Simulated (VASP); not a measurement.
# HCl (I4/mmm) in VASP: a series of runs, part 2 of 2

VASP 6.6.1. The steps go on from the part before.

**4. Single point, r2SCAN (strain +0.000 along x and y, -0.080 along z)**

POSCAR reads:

```
HCl
1.0
    0.0000000000      2.7375000000      2.5185000000
    2.7375000000      0.0000000000      2.5185000000
    2.7375000000      2.7375000000      0.0000000000
H Cl
1 1
Direct
    0.0000000000      0.0000000000      0.0000000000
    0.5000000000      0.5000000000      0.5000000000
```

INCAR.step1 reads:

```
  ALGO = Normal
  EDIFF = 1E-4
  ENCUT = 520
  GGA = PE
  ISMEAR = 0
  LASPH = T
  LCHARG = F
  LREAL = F
  LWAVE = T
  NBANDS = 11
  NELM = 100
  PREC = Accurate
  SIGMA = 0.15
```

INCAR.step2 reads:

```
  ALGO = Normal
  EDIFF = 1E-7
  ENCUT = 520
  ISIF = 2
  ISMEAR = 0
  ISTART = 1
  LASPH = T
  LCHARG = F
  LMIXTAU = T
  LREAL = F
  LWAVE = F
  METAGGA = R2SCAN
  NBANDS = 11
  NELM = 100
  PREC = Accurate
  SIGMA = 0.15
```

KPOINTS reads:

```
k-points
0
Gamma
  16 16 16
```

Potentials or basis: VASP PAW PBE potentials, release 64 (H, Cl).

Launch:

```console
cat potpaw_PBE.64/H/POTCAR potpaw_PBE.64/Cl/POTCAR > POTCAR
cp INCAR.step1 INCAR
mpirun -np 1 vasp_std > vasp.out
cp INCAR.step2 INCAR
mpirun -np 1 vasp_std > vasp.out
```

OUTCAR:

```text
EDIFF = 1E-7
   ENCUT = 520
   ISIF = 2
   ISMEAR = 0
   ISTART = 1
   LASPH = T
   LREAL = F
   METAGGA = R2SCAN
   NELM = 100
   PREC = Accurate

 ion  position               nearest neighbor table
   1  0.000  0.000  0.000-
   2  0.500  0.500  0.500-

  LATTYP: Found a body centered tetragonal cell.
 ALAT       =     3.8714096270
 C/A-ratio  =     1.3010764774

  Lattice vectors:

 A1 = (   0.0000000000,  -2.7375000000,  -2.5185000000)
 A2 = (   0.0000000000,   2.7375000000,  -2.5185000000)
 A3 = (   2.7375000000,   0.0000000000,   2.5185000000)

Analysis of symmetry for initial positions (statically):
=====================================================================
 Subroutine PRICEL returns:
 Original cell was already a primitive cell.

 Routine SETGRP: Setting up the symmetry group for a
 body centered tetragonal supercell.

 Subroutine GETGRP returns: Found 16 space group operations
 (whereof 16 operations were pure point group operations)
 out of a pool of 16 trial point group operations.

The static configuration has the point symmetry D_4h.

Analysis of symmetry for dynamics (positions and initial velocities):
=====================================================================
 Subroutine PRICEL returns:
 Original cell was already a primitive cell.

 Routine SETGRP: Setting up the symmetry group for a
 body centered tetragonal supercell.

 Subroutine GETGRP returns: Found 16 space group operations
 (whereof 16 operations were pure point group operations)
 out of a pool of 16 trial point group operations.

The dynamic configuration has the point symmetry D_4h.

 Subroutine INISYM returns: Found 16 space group operations
 (whereof 16 operations are pure point group operations),
 and found     1 'primitive' translations

----------------------------------------------------------------------------------------
[... 113 lines left out ...]
     AMIX_MAG =   1.60;   BMIX_MAG =  1.00
  volume/ion in A,a.u.               =      18.87       127.36
  Fermi-wavevector in a.u.,A,eV,Ry     =   0.976064  1.844493 12.962271  0.952700
  Thomas-Fermi vector in A             =   2.106653
   LORBIT       =      0    0 simple, 1 ext, 2 COOP (PROOUT), +10 PAW based schemes
   METAGGA = R2SCAN    functional components
   LHFCALC =     F    Hartree Fock is set to
   AEXX    =    0.0000 exact exchange contribution
   IVDW    =     0    specifies the selected vdW correction
   LEPSILON=     F    determine dielectric tensor
   LRPA    =     F    only Hartree local field effects (RPA)
 non-spin polarized calculation
 Gauss-broadening in eV      SIGMA  =   0.15
  energy-cutoff  :      520.00
  volume of cell :       37.75
 maximum number of plane-waves:      1037
   NGX = 13   NGY = 13   NGZ = 15

 number of electron       7.9999999 magnetization

 Free energy of the ion-electron system (eV)
  ---------------------------------------------------
  ext. energy  EPLUGINS =         0.00000000
  ---------------------------------------------------
  free energy    TOTEN  =        -7.33101141 eV

  energy without entropy =       -7.32897018  energy(sigma->0) =       -7.32999079

 E-fermi :  -1.9220     XC(G=0):  -8.3385

 val. band max:       -1.9425952140   @ k =   0.5000   0.4375   0.0000
 cond. band min:      -1.9126116424   @ k =   0.4375   0.0000   0.4375
 fundamental gap:      0.0299835716
 Fermi energy:        -1.9219857558

 k-point     1 :       0.0000    0.0000    0.0000
  band No.  band energies     occupation
      1     -15.9560      2.00000
      2      -2.2179      1.99474
      3      -2.0265      1.67578
      4      -2.0265      1.67575
      5      -1.9084      0.89804
      6      10.6344      0.00000
      7      11.3270      0.00000
      8      11.3270      0.00000
      9      11.9393      0.00000
     10      13.4415      0.00000
     11      15.0134      0.00000
[... 309 lines left out ...]
 k-point    24 :      -0.0625    0.0625    0.0000
  band No.  band energies     occupation
      1     -15.9139      2.00000
      2      -2.8437      2.00000
      3      -2.2839      1.99936
      4      -2.0427      1.74487
      5      -1.1434      0.00000
      6      10.1732      0.00000
      7      10.9632      0.00000
      8      11.4658      0.00000
      9      12.1360      0.00000
     10      12.5617      0.00000
     11      14.9487      0.00000

 [... further k-points ...]
[... 5 lines left out ...]
  --------------------------------------------------------------------------------------
  -------------------------------------------------------------------------------------
  Total       -1.8257701     -1.8257701     -3.8155265      0.0000000      0.0000000      0.0000000
  in kB      -77.4954948    -77.4954948   -161.9514532      0.0000000      0.0000000      0.0000000
  external PRESSURE =    -105.6474809 kB  Pullay stress =       0.0000000 kB

 VOLUME and BASIS-vectors are now :
 -----------------------------------------------------------------------------
  energy-cutoff  :      520.00
  volume of cell :       37.75
      direct lattice vectors                 reciprocal lattice vectors
     0.000000000  2.737500000  2.518500000    -0.182648402  0.182648402  0.198530872
     2.737500000  0.000000000  2.518500000     0.182648402 -0.182648402  0.198530872
     2.737500000  2.737500000  0.000000000     0.182648402  0.182648402 -0.198530872

 POSITION                                       TOTAL-FORCE (eV/Angst)
 -----------------------------------------------------------------------------------
      0.00000      0.00000      0.00000        -0.000000     -0.000000      0.000000
      2.73750      2.73750      2.51850         0.000000      0.000000      0.000000
 -----------------------------------------------------------------------------------
    total drift:                                0.000000      0.000000      0.000000

  FREE ENERGIE OF THE ION-ELECTRON SYSTEM (eV)
  ---------------------------------------------------
  free  energy   TOTEN  =        -7.3310114129 eV

  energy  without entropy=       -7.3289701753  energy(sigma->0) =       -7.32999079
```

OSZICAR.step1:

```text
N       E                     dE             d eps       ncg     rms          rms(c)
DAV:   1     0.291070273769E+02    0.29107E+02   -0.31886E+03  7718   0.568E+02
DAV:   2    -0.154957462401E+01   -0.30657E+02   -0.29142E+02  9288   0.104E+02
DAV:   3    -0.347031784685E+01   -0.19207E+01   -0.19169E+01  9560   0.286E+01
DAV:   4    -0.348300702644E+01   -0.12689E-01   -0.12688E-01  9300   0.273E+00
DAV:   5    -0.348312754916E+01   -0.12052E-03   -0.12052E-03  9889   0.258E-01    0.348E+00
DAV:   6    -0.312062055691E+01    0.36251E+00   -0.22466E+00  8641   0.331E+00    0.144E+00
DAV:   7    -0.310866355452E+01    0.11957E-01   -0.38906E-02  8600   0.947E-01    0.792E-01
DAV:   8    -0.310487541491E+01    0.37881E-02   -0.18943E-02  8401   0.704E-01    0.262E-01
DAV:   9    -0.310489254169E+01   -0.17127E-04   -0.27328E-04  9472   0.109E-01
   1 F= -.31048925E+01 E0= -.31031020E+01  d E =-.358100E-02
```

Wall time 9.3 min (1 thread of Intel Xeon Platinum 8259CL at 2.50GHz (Skylake/Cascade Lake), shared host); peak memory 0.26 GiB.

What came out:

* Free energy: -7.3310 eV
* Pressure: -10.6 GPa
* Band gap on the k mesh: zero (band 4 reaches -2.03 eV, above the bottom of band 5 at -2.19 eV)

Caveat: the cell differs from its parent crystal (strain +0.000 along x and y, -0.080 along z); the PAW data sets were made with another functional, which shifts forces and pressure a little.

**5. Overview**

| cell | gap on the mesh (eV) | pressure (GPa) |
| --- | --- | --- |
| a = 3.884, b = 3.884, c = 3.562 Å, angles 62.7, 62.7, 54.6°, 2 atoms | none | -10.5 |
| a = 4.029, b = 4.029, c = 3.871 Å, angles 61.3, 61.3, 57.4°, 2 atoms | - | -9.6 |
| a = 3.720, b = 3.720, c = 3.871 Å, angles 58.6, 58.6, 62.7°, 2 atoms | none | -10.6 |

Alike in all rows: task single point; level r2SCAN; potentials or basis VASP PAW PBE potentials, release 64 (H, Cl); no spin polarisation; k mesh 16 × 16 × 16; cutoff (eV) 520; smearing gaussian 0.15 eV.

Caveats: the PAW data sets were made with another functional, which shifts forces and pressure a little.

Total energies depend on the potentials used, so only differences within one code and one set of settings carry meaning.
